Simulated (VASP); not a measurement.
A run of VASP 6.6.1:

Contents of INCAR:

```
SYSTEM = SiC
PREC     = Accurate       ! precision mode
ENCUT    = 520            ! plane-wave cutoff, eV
EDIFF    = 1E-6           ! SCF threshold, eV
ISMEAR   = 0              ! smearing method
SIGMA    = 0.05           ! smearing width, eV
LREAL    = .False.        ! projectors in reciprocal space
LASPH    = .True.         ! aspherical terms in the spheres
NELM     = 60             ! most SCF steps
ALGO     = Normal         ! electronic algorithm
ISIF     = 2              ! what is computed and relaxed
LWAVE    = .False.        ! write WAVECAR
LCHARG   = .True.         ! write CHGCAR
GGA      = CA             ! functional
LELF     = .True.         ! ELF
LVHAR    = .True.       
NBANDS   = 16             ! bands
```

KPOINTS

```
regular mesh
0
Gamma
  12 12 6
  0 0 0
```

Contents of POSCAR:

```
SiC
1.0
    3.0561890961      0.0000000000      0.0000000000
   -1.5280945481      2.6467373960      0.0000000000
    0.0000000000      0.0000000000      5.0161734257
Si C
2 2
Direct
    0.3333333333      0.6666666667      0.0046041256
    0.6666666667      0.3333333333      0.5046041256
    0.3333333333      0.6666666667      0.4252507829
    0.6666666667      0.3333333333      0.9252507829
```

Potentials or basis: VASP PAW LDA potentials, release 64 (Si, C).

Run with:

```bash
$ cat potpaw_LDA.64/Si/POTCAR potpaw_LDA.64/C/POTCAR > POTCAR
$ mpirun -np 1 vasp_std > vasp.out
```

Hardware: 1 thread of Intel(R) Xeon(R) 6975P-C (Granite Rapids), with other jobs on the host.

Question: Estimate the wall time of this run.

Answer: It took 15 s on 1 thread of Intel(R) Xeon(R) 6975P-C (Granite Rapids) (shared host), peak memory 0.16 GiB. Counts: scf iterations 12, k points 76.
